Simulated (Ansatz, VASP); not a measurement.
PtS2: VASP beside Ansatz

```
S Pt
1.0
     3.54153    0.00000    0.00000
    -1.77076    3.06705    0.00000
     0.00000    0.00000   22.46706
S Pt
4 2
Cartesian
  1.7708 1.0224 4.5000
  0.0000 2.0447 6.9835
  1.7708 3.0671 10.8235
  0.0000 4.0894 13.3071
  0.0000 0.0000 5.7418
  0.0000 2.0447 12.0653
```

Alike in both runs: task single point; functional PBE; dispersion D3(BJ); k mesh 9 × 9 × 1; occupations gaussian, width 0.05 eV; no spin polarisation.

```csv
,VASP,Ansatz
version,VASP 6.6.1,Ansatz 0.2.0
potentials or method,"VASP PAW PBE potentials, release 64 (S, Pt), cutoff 520 eV","scalar-relativistic, plane waves, PAW"
valence electrons in the cell,44,60
```

```tsv
	VASP	Ansatz	Ansatz less VASP
gap on the k mesh at the Fermi level (eV)	1.62	1.62	-0.005
least direct gap on the mesh (eV)	1.71	1.71	-0.005
rms of the force components (eV/Å)	0.024	0.028	+0.0038
```

VASP's potentials hold 44 valence electrons a cell and Ansatz's 60, so a difference there can come from the potentials and not from the codes.

Neither program's run includes spin-orbit coupling.
